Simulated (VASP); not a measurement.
# Ta in VASP: further runs, part 2 of 2

VASP 6.6.1. The steps go on from the part before.

## 3. Single point, PBE+D3(BJ)

This run uses another cell than the first one.

Input file INCAR:

```
  PREC = Accurate
  ENCUT = 520
  EDIFF = 1E-7
  ISMEAR = 0
  SIGMA = 0.1
  LREAL = False
  LASPH = True
  NELM = 80
  ALGO = Normal
  ISIF = 2
  LWAVE = False
  LCHARG = True
  LDIPOL = True
  IDIPOL = 3
  DIPOL = 0.5 0.5 0.498
  GGA = PE
  IVDW = 12
  LELF = True
  LVHAR = True
  LVACPOTAV = True
  NBANDS = 78
```

Input file KPOINTS:

```
Automatic mesh
0
Gamma
  4 4 1
```

Input file POSCAR:

```
Ta
1.0
    5.6896945749      0.0000000000      0.0000000000
   -1.8965648583      5.3642954890      0.0000000000
    0.0000000000      0.0000000000     20.6456161669
Ta
12
Direct
    0.2500000000      0.2500000000      0.3874914624
    0.2500000000      0.7500000000      0.3874914624
    0.7500000000      0.2500000000      0.3874914624
    0.7500000000      0.7500000000      0.3874914624
    0.5000000000      0.5000000000      0.4977673841
    0.5000000000      0.0000000000      0.4977673841
    0.0000000000      0.5000000000      0.4977673841
    0.0000000000      0.0000000000      0.4977673841
    0.7500000000      0.7500000000      0.6078282354
    0.7500000000      0.2500000000      0.6078282354
    0.2500000000      0.7500000000      0.6078282354
    0.2500000000      0.2500000000      0.6078282354
```

Potentials or basis: VASP PAW PBE potentials, release 64 (Ta_pv).

Launch:

```
$ cat potpaw_PBE.64/Ta_pv/POTCAR > POTCAR
$ mpirun -np 1 vasp_std > vasp.out
```

OUTCAR:

```text
PREC = Accurate
   ENCUT = 520
   EDIFF = 1E-7
   ISMEAR = 0
   LREAL = False
   LASPH = True
   NELM = 80
   ISIF = 2
   GGA = PE
   IVDW = 12
 IVDW          = 12

 ion  position               nearest neighbor table
   1  0.250  0.250  0.387-   5 2.81   8 2.81   2 2.84   2 2.84   3 2.84   3 2.84   7 3.25   6 3.25
                             4 3.28   4 3.28
   2  0.250  0.750  0.387-   6 2.81   7 2.81   1 2.84   1 2.84   4 2.84   4 2.84   5 3.25   8 3.25
                             3 3.28   3 3.28
   3  0.750  0.250  0.387-   6 2.81   7 2.81   4 2.84   4 2.84   1 2.84   1 2.84   5 3.25   8 3.25
                             2 3.28   2 3.28
   4  0.750  0.750  0.387-   5 2.81   8 2.81   3 2.84   3 2.84   2 2.84   2 2.84   7 3.25   6 3.25
                             1 3.28   1 3.28
   5  0.500  0.500  0.498-   9 2.80  12 2.80   1 2.81   4 2.81   6 2.84   6 2.84   7 2.84   7 2.84
                            11 3.25  10 3.25   3 3.25   2 3.25   8 3.28   8 3.28
   6  0.500  0.000  0.498-  10 2.80  11 2.80   2 2.81   3 2.81   5 2.84   5 2.84   8 2.84   8 2.84
                             9 3.25  12 3.25   1 3.25   4 3.25   7 3.28   7 3.28
   7  0.000  0.500  0.498-  10 2.80  11 2.80   2 2.81   3 2.81   8 2.84   8 2.84   5 2.84   5 2.84
                             9 3.25  12 3.25   1 3.25   4 3.25   6 3.28   6 3.28
   8  0.000  0.000  0.498-   9 2.80  12 2.80   1 2.81   4 2.81   7 2.84   7 2.84   6 2.84   6 2.84
[... 789 lines left out ...]
  --------------------------------------------------------------------------------------
  -------------------------------------------------------------------------------------
  Total     -13.55077   -12.59494    -0.58452     1.35175     0.00000     0.00000
  in kB     -34.45444   -32.02413    -1.48620     3.43698     0.00000     0.00000
  external pressure =      -22.65 kB  Pullay stress =        0.00 kB

 VOLUME and BASIS-vectors are now :
 -----------------------------------------------------------------------------
  energy-cutoff  :      520.00
  volume of cell :      630.13
      direct lattice vectors                 reciprocal lattice vectors
     5.689694575  0.000000000  0.000000000     0.175756359  0.062139257  0.000000000
    -1.896564858  5.364295489  0.000000000     0.000000000  0.186417770  0.000000000
     0.000000000  0.000000000 20.645616167     0.000000000  0.000000000  0.048436433

 POSITION                                       TOTAL-FORCE (eV/Angst)
 -----------------------------------------------------------------------------------
      0.94828      1.34107      8.00000         0.000000      0.000000      0.035952
     -0.00000      4.02322      8.00000        -0.000000     -0.000000      0.035952
      3.79313      1.34107      8.00000         0.000000     -0.000000      0.035952
      2.84485      4.02322      8.00000        -0.000000     -0.000000      0.035952
      1.89656      2.68215     10.27671         0.000000      0.000000     -0.024004
      2.84485      0.00000     10.27671        -0.000000     -0.000000     -0.024004
     -0.94828      2.68215     10.27671        -0.000000     -0.000000     -0.024004
      0.00000      0.00000     10.27671        -0.000000      0.000000     -0.024004
      2.84485      4.02322     12.54899         0.000000      0.000000     -0.011948
      3.79313      1.34107     12.54899        -0.000000      0.000000     -0.011948
     -0.00000      4.02322     12.54899        -0.000000      0.000000     -0.011948
      0.94828      1.34107     12.54899         0.000000      0.000000     -0.011948
 -----------------------------------------------------------------------------------
    total drift:                               -0.000000     -0.000000     -0.000658

  FREE ENERGIE OF THE ION-ELECTRON SYSTEM (eV)
  ---------------------------------------------------
  free  energy   TOTEN  =      -137.9067992512 eV

  energy  without entropy=     -137.8278262143  energy(sigma->0) =     -137.86731273

 vacuum level on the upper side and lower side of the slab         3.737         3.743
```

OSZICAR:

```text
N       E                     dE             d eps       ncg     rms          rms(c)
DAV:   1     0.113107354738E+04    0.11311E+04   -0.73697E+04  1404   0.147E+03
DAV:   2    -0.828599500770E+02   -0.12139E+04   -0.11931E+04  1274   0.390E+02
DAV:   3    -0.140351555301E+03   -0.57492E+02   -0.54513E+02  1360   0.705E+01
[... 20 lines left out ...]
DAV:  24    -0.132773635223E+03   -0.12230E-04   -0.36088E-07   800   0.129E-03    0.315E-04
DAV:  25    -0.132773637627E+03   -0.24038E-05   -0.78184E-08   776   0.515E-04    0.170E-04
DAV:  26    -0.132773638010E+03   -0.38334E-06   -0.12457E-08   736   0.289E-04    0.875E-05
DAV:  27    -0.132773638162E+03   -0.15218E-06   -0.69129E-09   696   0.159E-04    0.343E-05
DAV:  28    -0.132773638181E+03   -0.18728E-07   -0.17686E-09   672   0.106E-04
   1 F= -.13790680E+03 E0= -.13786731E+03  d E =-.789730E-01
```

It took 9 min on 1 thread of Intel Xeon 6975P-C (Granite Rapids), shared host; peak memory 0.68 GiB.

What came out:

- Free energy: -137.9068 eV
- Largest force: 0.036 eV/Å
- Band gap on the k mesh: zero (bands 66 and 67 overlap by 0.93 eV)
- Dispersion energy per atom: -0.428 eV

Forces in eV/Å, atoms in the order of the input:
```
Ta   0.000  0.000  0.036
Ta   0.000  0.000  0.036
Ta   0.000  0.000  0.036
Ta   0.000  0.000  0.036
Ta   0.000  0.000 -0.024
Ta   0.000  0.000 -0.024
Ta   0.000  0.000 -0.024
Ta   0.000  0.000 -0.024
Ta   0.000  0.000 -0.012
Ta   0.000  0.000 -0.012
Ta   0.000  0.000 -0.012
Ta   0.000  0.000 -0.012
```

Levels at points of the mesh, in eV from the Fermi level:
```tsv
k point	band 62	band 63	band 64	band 65	band 66	band 67	band 68	band 69	band 70	band 71
(0.00, 0.00, 0.00)	-0.25	-0.25	0.20	0.48	0.55	0.55	1.12	1.13	1.21	1.21
(0.50, 0.00, 0.00)	-0.66	-0.50	-0.50	-0.41	-0.41	-0.25	-0.25	0.17	0.17	0.38
(0.50, 0.50, 0.00)	-0.22	-0.18	-0.18	-0.10	-0.10	0.07	0.07	0.11	0.11	0.52
```

Caveat: spin-orbit coupling is left out, which moves the levels of the heavy elements.
